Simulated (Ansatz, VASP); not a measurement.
# AlH7 in VASP and in Ansatz

The input INCAR:

```
SYSTEM = AlH7
PREC     = Accurate       ! precision mode
ENCUT    = 600            ! plane-wave cutoff, eV
EDIFF    = 1E-7           ! SCF threshold, eV
ISMEAR   = 0              ! smearing method
SIGMA    = 0.02           ! smearing width, eV
LREAL    = .False.        ! projectors in reciprocal space
LASPH    = .True.         ! aspherical terms in the spheres
NELM     = 60             ! most SCF steps
ALGO     = Normal         ! electronic algorithm
ISIF     = 3              ! what is computed and relaxed
LWAVE    = .False.        ! write WAVECAR
LCHARG   = .False.        ! write CHGCAR
GGA      = PE             ! functional
IBRION   = 2              ! ionic algorithm
NSW      = 100            ! ionic steps
EDIFFG   = -0.01          ! ionic threshold
```

The input KPOINTS:

```
Automatic mesh
0
Gamma
  10 4 4
  0 0 0
```

File POSCAR:

```
AlH7
1.0
    2.5972778377      0.0000000000      0.0000000000
   -0.1697607734      6.8861180454      0.0000000000
   -0.1182995918     -3.0407028995      6.3917058448
Al H
1 7
Direct
    0.4460162862      0.5533678066      0.5499316592
    0.4951534161      0.1716572832      0.9231986163
    0.6199273762      0.8019340471      0.1268408682
    0.4918041562      0.9078180941      0.1639743938
    0.6204560811      0.1389497047      0.8198694418
    0.9500191527      0.5110260147      0.7003527130
    0.9548938019      0.7126808107      0.5163295333
    0.4217297295      0.3409173789      0.3378539145
```

Input for Ansatz:

```yaml
crystal:
  lattice:
    - [2.5972778377, 0.0, 0.0]
    - [-0.1697607734, 6.8861180454, 0.0]
    - [-0.1182995918, -3.0407028995, 6.3917058448]
  atoms:
    - { symbol: Al, position: [0.4460162862, 0.5533678066, 0.5499316592] }
    - { symbol: H, position: [0.4951534161, 0.1716572832, 0.9231986163] }
    - { symbol: H, position: [0.6199273762, 0.8019340471, 0.1268408682] }
    - { symbol: H, position: [0.4918041562, 0.9078180941, 0.1639743938] }
    - { symbol: H, position: [0.6204560811, 0.1389497047, 0.8198694418] }
    - { symbol: H, position: [0.9500191527, 0.5110260147, 0.700352713] }
    - { symbol: H, position: [0.9548938019, 0.7126808107, 0.5163295333] }
    - { symbol: H, position: [0.4217297295, 0.3409173789, 0.3378539145] }
basis:
  ecutwfc: 420
kpoints:
  mp_grid: { grid: [10, 4, 4] }
hamiltonian:
  xc: pbe
scf:
  occupations: { method: gaussian, width: 0.02 }
output:
  forces: true
  stress: true
  eigenvalues: true
relax:
  adjacent_minimum: "off"
  f_tol: 0.01
  max_steps: 80
  cell: { stress_tol: 0.05 }
```

Change from the starting cell: the structure that the rattled cell fell into.

Alike in both runs: task relaxation of cell and atoms; functional PBE; k mesh 10 × 4 × 4; occupations gaussian, width 0.02 eV; no spin polarisation.

|  | VASP | Ansatz |
| --- | --- | --- |
| version | VASP 6.6.1 | Ansatz 0.2.0 |
| potentials or method | VASP PAW PBE potentials, release 64 (Al, H), cutoff 600 eV | scalar-relativistic, plane waves, PAW |
| valence electrons in the cell | 10 | 10 |

```tsv
	VASP	Ansatz	Ansatz less VASP
gap on the k mesh at the Fermi level, each at its own relaxed structure (eV)	3.16	3.17	+0.008
relaxed volume (Å³/atom)	13.89	14.20	+0.311
relaxed length of the cell vector where the two differ most in proportion (Å)	7.024	7.137	+0.1126
```
